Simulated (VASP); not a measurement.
# CdSe (krp) (F-43m) in VASP: a series of runs, part 2 of 2

VASP 6.6.1. Earlier steps stand in the parts before.

**4. Single point, RPBE**

This run uses another cell than the first one, of 31.03 Å³/atom, 1.072 times its volume.

INCAR reads:

```
SYSTEM = CdSe
PREC = Accurate
ENCUT = 520
EDIFF = 1E-6
ISMEAR = 0
SIGMA = 0.02
LREAL = .False.
LASPH = .True.
NELM = 80
ALGO = Normal
ISIF = 2
LWAVE = .False.
LCHARG = .False.
GGA = RP
NBANDS = 16
```

KPOINTS reads:

```
Automatic mesh
0
Gamma
  10 10 10
  0 0 0
```

POSCAR reads:

```
CdSe
1.0
    0.0000000000      3.1422782681      3.1422782681
    3.1422782681      0.0000000000      3.1422782681
    3.1422782681      3.1422782681      0.0000000000
Cd Se
1 1
Direct
    0.0000000000      0.0000000000      0.0000000000
    0.2500000000      0.2500000000      0.2500000000
```

Potentials or basis: VASP PAW PBE potentials, release 64 (Cd, Se).

Command:

```bash
$ cat potpaw_PBE.64/Cd/POTCAR potpaw_PBE.64/Se/POTCAR > POTCAR
$ mpirun -np 1 vasp_std > vasp.out
```

OUTCAR:

```text
SYSTEM = CdSe
   PREC = Accurate
   ENCUT = 520
   EDIFF = 1E-6
   ISMEAR = 0
   LREAL = .False.
   LASPH = .True.
   NELM = 80
   ISIF = 2
   GGA = RP

 ion  position               nearest neighbor table
   1  0.000  0.000  0.000-   2 2.72   2 2.72   2 2.72   2 2.72
   2  0.250  0.250  0.250-   1 2.72   1 2.72   1 2.72   1 2.72

  LATTYP: Found a face centered cubic cell.
 ALAT       =     6.2845565362

  Lattice vectors:

 A1 = (   0.0000000000,   3.1422782681,   3.1422782681)
 A2 = (   3.1422782681,   0.0000000000,   3.1422782681)
 A3 = (   3.1422782681,   3.1422782681,   0.0000000000)

Analysis of symmetry for initial positions (statically):
=====================================================================
 Subroutine PRICEL returns:
 Original cell was already a primitive cell.

 Routine SETGRP: Setting up the symmetry group for a
 face centered cubic supercell.

 Subroutine GETGRP returns: Found 24 space group operations
 (whereof 24 operations were pure point group operations)
 out of a pool of 48 trial point group operations.

The static configuration has the point symmetry T_d .

Analysis of symmetry for dynamics (positions and initial velocities):
=====================================================================
 Subroutine PRICEL returns:
 Original cell was already a primitive cell.

 Routine SETGRP: Setting up the symmetry group for a
 face centered cubic supercell.

 Subroutine GETGRP returns: Found 24 space group operations
 (whereof 24 operations were pure point group operations)
 out of a pool of 48 trial point group operations.

The dynamic configuration has the point symmetry T_d .

 Subroutine INISYM returns: Found 24 space group operations
 (whereof 24 operations are pure point group operations),
 and found     1 'primitive' translations

----------------------------------------------------------------------------------------

[... 105 lines left out ...]
   EMIN   =  10.00;   EMAX   =-10.00  energy-range for DOS
   EFERMI =   0.00;   METHOD = LEGACY
   ISMEAR =     0;   SIGMA  =   0.02  broadening in eV -4-tet -1-fermi 0-gaus
   EFERMI_NEDOS =   21; number of points for ismear=-14 and -15
   IALGO  =     38    algorithm
   IMIX   =      4    mixing-type and parameters
     AMIX     =   0.40;   BMIX     =  1.00
     AMIX_MAG =   1.60;   BMIX_MAG =  1.00
  volume/ion in A,a.u.               =      31.03       209.38
  Fermi-wavevector in a.u.,A,eV,Ry     =   1.083705  2.047905 15.978903  1.174416
  Thomas-Fermi vector in A             =   2.219777
   LORBIT       =      0    0 simple, 1 ext, 2 COOP (PROOUT), +10 PAW based schemes
   GGA     = RP    functional components
   LHFCALC =     F    Hartree Fock is set to
   AEXX    =    0.0000 exact exchange contribution
   IVDW    =     0    specifies the selected vdW correction
   LEPSILON=     F    determine dielectric tensor
   LRPA    =     F    only Hartree local field effects (RPA)
 non-spin polarized calculation
 Gauss-broadening in eV      SIGMA  =   0.02
  energy-cutoff  :      520.00
  volume of cell :       62.05
 maximum number of plane-waves:      1695
 NGX is ok and might be reduce to    36
   NGX = 17   NGY = 17   NGZ = 17

 number of electron      18.0000003 magnetization

 Free energy of the ion-electron system (eV)
  ---------------------------------------------------
  ext. energy  EPLUGINS =         0.00000000
  ---------------------------------------------------
  free energy    TOTEN  =        -4.87999092 eV

  energy without entropy =       -4.87999092  energy(sigma->0) =       -4.87999092

 E-fermi :   0.4618     XC(G=0):  -8.1924

 val. band max:        0.3380086777   @ k =   0.0000   0.0000   0.0000
 cond. band min:       0.9153485946   @ k =   0.0000   0.0000   0.0000
 fundamental gap:      0.5773399169
 Fermi energy:         0.4618140005

 k-point     1 :       0.0000    0.0000    0.0000
  band No.  band energies     occupation
      1     -11.7053      2.00000
      2      -7.3264      2.00000
      3      -7.3264      2.00000
      4      -7.3264      2.00000
      5      -7.0509      2.00000
      6      -7.0509      2.00000
[... 433 lines left out ...]
      3      -7.1826      2.00000
      4      -7.1365      2.00000
      5      -7.0182      2.00000
      6      -6.9028      2.00000
[... 8 lines left out ...]
     15      12.3118      0.00000
     16      13.5811      0.00000

 [... further k-points ...]
[... 5 lines left out ...]
  --------------------------------------------------------------------------------------
  -------------------------------------------------------------------------------------
  Total        0.0786130      0.0786130      0.0786130      0.0000000      0.0000000      0.0000000
  in kB        2.0297416      2.0297416      2.0297416      0.0000000      0.0000000      0.0000000
  external PRESSURE =       2.0297416 kB  Pullay stress =       0.0000000 kB

 VOLUME and BASIS-vectors are now :
 -----------------------------------------------------------------------------
  energy-cutoff  :      520.00
  volume of cell :       62.05
      direct lattice vectors                 reciprocal lattice vectors
     0.000000000  3.142278268  3.142278268    -0.159120217  0.159120217  0.159120217
     3.142278268  0.000000000  3.142278268     0.159120217 -0.159120217  0.159120217
     3.142278268  3.142278268  0.000000000     0.159120217  0.159120217 -0.159120217

 POSITION                                       TOTAL-FORCE (eV/Angst)
 -----------------------------------------------------------------------------------
      0.00000      0.00000      0.00000         0.000000      0.000000      0.000000
      1.57114      1.57114      1.57114        -0.000000     -0.000000     -0.000000
 -----------------------------------------------------------------------------------
    total drift:                               -0.000000     -0.000000     -0.000000

  FREE ENERGIE OF THE ION-ELECTRON SYSTEM (eV)
  ---------------------------------------------------
  free  energy   TOTEN  =        -4.8799909204 eV

  energy  without entropy=       -4.8799909204  energy(sigma->0) =       -4.87999092
```

OSZICAR:

```text
N       E                     dE             d eps       ncg     rms          rms(c)
DAV:   1     0.107071413076E+03    0.10707E+03   -0.86518E+03  1520   0.989E+02
DAV:   2    -0.110653167855E+01   -0.10818E+03   -0.10242E+03  1864   0.245E+02
DAV:   3    -0.524196620695E+01   -0.41354E+01   -0.41288E+01  1696   0.501E+01
DAV:   4    -0.526017092510E+01   -0.18205E-01   -0.18204E-01  1984   0.335E+00
DAV:   5    -0.526029691491E+01   -0.12599E-03   -0.12599E-03  1800   0.239E-01    0.533E+00
DAV:   6    -0.489096124370E+01    0.36934E+00   -0.55129E-01  2000   0.784E+00    0.431E+00
DAV:   7    -0.487430662366E+01    0.16655E-01   -0.15391E-01  1696   0.252E+00    0.185E+00
DAV:   8    -0.487852291098E+01   -0.42163E-02   -0.13070E-02  1744   0.131E+00    0.269E-01
DAV:   9    -0.487959944128E+01   -0.10765E-02   -0.19935E-03  1760   0.464E-01    0.637E-02
DAV:  10    -0.487981684989E+01   -0.21741E-03   -0.24095E-04  1928   0.170E-01    0.543E-02
DAV:  11    -0.487999082487E+01   -0.17397E-03   -0.34406E-04  1784   0.101E-01    0.228E-02
DAV:  12    -0.487999092041E+01   -0.95540E-07   -0.23528E-06  1752   0.983E-03
   1 F= -.48799909E+01 E0= -.48799909E+01  d E =-.772044E-21
```

stdout:

```text
POSCAR found type information on POSCAR CdSe
 POSCAR found :  2 types and       2 ions
 scaLAPACK will be used
 -----------------------------------------------------------------------------
|                                                                             |
|                                                                             |
|     You enforced a specific xc type in the INCAR file but a different       |
|     I HOPE YOU KNOW WHAT YOU ARE DOING!                                     |
|                                                                             |
 -----------------------------------------------------------------------------

 LDA part: xc-table for (Slater+PW92), standard interpolation
 POSCAR, INCAR and KPOINTS ok, starting setup
 FFT: planning ... GRIDC
 FFT: planning ... GRID_SOFT
 FFT: planning ... GRID
 WAVECAR not read
 entering main loop
```

Run time: 20 s. Hardware: 1 thread of Intel Xeon 6975P-C (Granite Rapids), shared host; peak memory 0.22 GiB.

What came out:

| Property | Result |
| --- | --- |
| Free energy | -4.8800 eV |
| Pressure | 0.2 GPa |
| Band gap on the k mesh | 0.58 eV, direct |

Caveat: the PAW data sets were made with another functional, which shifts forces and pressure a little.

**5. Relaxation of cell and atoms, RPBE**

INCAR reads:

```
SYSTEM = CdSe
PREC = Accurate
ENCUT = 600
EDIFF = 1E-6
ISMEAR = 0
SIGMA = 0.02
LREAL = .FALSE.
LASPH = .TRUE.
NELM = 80
ALGO = Normal
ISIF = 3
LWAVE = .FALSE.
LCHARG = .FALSE.
GGA = RP
IBRION = 2
NSW = 100
EDIFFG = -0.002
```

KPOINTS reads:

```
regular mesh
0
G
  8 8 8
  0 0 0
```

POSCAR reads:

```
CdSe
1.0
    0.0000000000      3.0702712000      3.0702712000
    3.0702712000      0.0000000000      3.0702712000
    3.0702712000      3.0702712000      0.0000000000
Cd Se
1 1
Direct
    0.0000000000      0.0000000000      0.0000000000
    0.2500000000      0.2500000000      0.2500000000
```

Command:

```bash
$ cat potpaw_PBE.64/Cd/POTCAR potpaw_PBE.64/Se/POTCAR > POTCAR
$ mpirun -np 1 vasp_std > vasp.out
```

It took 47 s on 1 thread of Intel Xeon 6975P-C (Granite Rapids), shared host; peak memory 0.23 GiB.

The run converged. Its results:

```yaml
Free_energy: -4.8783 eV
Relaxed_volume: 31.16 Å³/atom
Relaxed_cell: a = 4.450 Å, b = 4.450 Å, c = 4.450 Å, α = 60.00°, β = 60.00°, γ = 60.00°
Space_group_after_relaxing_to_0.05_Å: F-43m (No. 216)
Energy_gained_by_relaxing: 22.1 meV/atom
Ionic_steps: 9
Pressure_after_relaxing: 0.0 GPa
Band_gap_on_the_k_mesh: 0.57 eV, direct
```

The path:
| step | energy change (eV) | largest force (eV/Å) | pressure (GPa) | volume (Å³) |
| --- | --- | --- | --- | --- |
| 1 | 0.0000 | 0.0000 | 3.42 | 57.88 |
| 2 | -0.0426 | 0.0000 | -0.54 | 63.21 |
| 3 | -0.0441 | 0.0000 | 0.02 | 62.30 |
| 4 | -0.0441 | 0.0000 | -0.06 | 62.39 |
| 5 | -0.0441 | 0.0000 | -0.01 | 62.30 |
| 6 | -0.0441 | 0.0000 | 0.02 | 62.27 |
| 7 | -0.0441 | 0.0000 | 0.03 | 62.29 |
| 8 | -0.0441 | 0.0000 | 0.02 | 62.30 |
| 9 | -0.0441 | 0.0000 | -0.01 | 62.33 |

Final structure:
```xyz
2
Lattice="0.0000 3.1469 3.1469 3.1469 0.0000 3.1469 3.1469 3.1469 0.0000" Properties=species:S:1:pos:R:3 pbc="T T T"
Cd    3.1469    0.0000    3.1469
Se    1.5734    1.5734    1.5734
```

Levels at points of the mesh, in eV from the valence-band top:
```csv
k point,band 6,band 7,band 8,band 9,band 10,band 11,band 12,band 13
"(0.00, 0.00, 0.00)",-7.39,0.00,0.00,0.00,0.57,5.99,5.99,5.99
"(0.50, 0.00, 0.00)",-7.16,-3.77,-0.61,-0.61,2.38,6.49,6.49,7.31
"(0.50, 0.50, 0.00)",-7.10,-3.59,-1.51,-1.51,3.50,3.72,8.88,9.73
```

Caveat: the PAW data sets were made with another functional, which shifts forces and pressure a little. RPBE gaps usually lie below the measured ones, often by a third to a half.

**6. Overview**

| task | cell | k mesh | cutoff (eV) | smearing | gap on the mesh (eV) | pressure (GPa) |
| --- | --- | --- | --- | --- | --- | --- |
| single point | a = 4.342 Å, angles 60.0°, 2 atoms | 6 × 6 × 6 | 520 | gaussian 0.1 eV | 0.72 | 3.5 |
| single point | a = 4.444 Å, angles 60.0°, 2 atoms | 8 × 8 × 8 | 520 | gaussian 0.02 eV | 0.58 | 0.2 |
| single point | a = 4.444 Å, angles 60.0°, 2 atoms | 10 × 10 × 10 | 520 | gaussian 0.02 eV | 0.58 | 0.2 |
| relaxation of cell and atoms | relaxed from a = 4.342 Å, angles 60.0°, 2 atoms | 8 × 8 × 8 | 600 | gaussian 0.02 eV | 0.57 | 0.0 |

Alike in all rows: level RPBE; potentials or basis VASP PAW PBE potentials, release 64 (Cd, Se); no spin polarisation.

Caveats: the PAW data sets were made with another functional, which shifts forces and pressure a little.

Total energies depend on the potentials used, so only differences within one code and one set of settings carry meaning.
